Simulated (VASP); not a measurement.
Wanted: the native input for a VASP 6.6.1 run.

| Property | Result |
| --- | --- |
| Task | single point |
| Functional | PBEsol |
| Potentials or basis | VASP PAW PBE potentials, release 64 (Al) |
| Cutoff | 520 eV |
| k mesh | 9 × 9 × 3 |
| Occupations | fermi-dirac, width 0.05 eV |
| Spin | no spin polarisation |
| Dipole correction | no |
| Further INCAR settings | ALGO = Normal; EDIFF = 1e-06; NBANDS = 14 |

The structure of Al lies in POSCAR:

```
Al
1.0
    2.8270770242      0.0000000000      0.0000000000
   -1.4135385121      2.4483205214      0.0000000000
    0.0000000000      0.0000000000      9.0941331393
Al
4
Direct
    0.6666666667      0.3333333333      0.7500000000
    0.0000000000      0.0000000000      0.5000000000
    0.3333333333      0.6666666667      0.2500000000
    0.0000000000      0.0000000000      0.0000000000
```

These files were run (other wordings do the same):

INCAR

```
SYSTEM = Al
PREC = Accurate
ENCUT = 520
EDIFF = 1E-6
ISMEAR = -1
SIGMA = 0.05
LREAL = .False.
LASPH = .True.
NELM = 60
ALGO = Normal
ISIF = 2
LWAVE = .False.
LCHARG = .True.
GGA = PS
LELF = .True.
LVHAR = .True.
NBANDS = 14
```

KPOINTS

```
Automatic mesh
0
Gamma
  9 9 3
  0 0 0
```

Potentials or basis: VASP PAW PBE potentials, release 64 (Al).

The run is started by

```sh
$ cat potpaw_PBE.64/Al/POTCAR > POTCAR
$ mpirun -np 1 vasp_std > vasp.out
```

It gave:

| Quantity | Value |
| --- | --- |
| Pressure | 2.6 GPa |
| Band gap on the k mesh | zero (band 6 reaches 12.59 eV, above the bottom of band 7 at 7.04 eV) |

Caveat: the PAW data sets were made with another functional, which shifts forces and pressure a little.

It took 12 s on 1 thread of Intel(R) Xeon(R) Platinum 8375C CPU @ 2.90GHz (Ice Lake) (shared host), peak memory 0.18 GiB.
